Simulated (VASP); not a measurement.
Wanted: the native input for a VASP 6.6.1 run.

| Quantity | Value |
| --- | --- |
| Task | single point |
| Functional | PBE |
| Potentials or basis | VASP PAW PBE potentials, release 64 (Au) |
| Cutoff | 520 eV |
| k mesh | 15 × 15 × 14 |
| Occupations | fermi-dirac, width 0.08 eV |
| Spin | no spin polarisation |
| Dipole correction | no |
| Further INCAR settings | ALGO = Normal; EDIFF = 1e-06; NBANDS = 12 |

The structure of Au lies in POSCAR:

```
Au
1.0
    2.6145359823      0.0000000000      0.0000000000
   -1.3072679911      2.2642545798      0.0000000000
    0.0000000000      0.0000000000      2.5488900376
Au
1
Direct
    0.0000000000      0.0000000000      0.0000000000
```

This cell differs from its parent crystal: volume scaled by 0.78.

The input as run:

INCAR

```
ALGO = Normal
EDIFF = 1E-6
ENCUT = 520
GGA = PE
ISIF = 2
ISMEAR = -1
LASPH = T
LCHARG = F
LREAL = F
LWAVE = F
NBANDS = 12
NELM = 60
PREC = Accurate
SIGMA = 0.08
```

KPOINTS

```
k-points
0
Gamma
  15 15 14
```

Potentials or basis: VASP PAW PBE potentials, release 64 (Au).

Command:

```bash
$ cat potpaw_PBE.64/Au/POTCAR > POTCAR
$ mpirun -np 1 vasp_std > vasp.out
```

It gave:

```
Pressure : 61.2 GPa
```

Wall time 11 s on 1 thread of Intel(R) Xeon(R) 6975P-C (Granite Rapids), with other jobs on the host, peak memory 0.15 GiB.
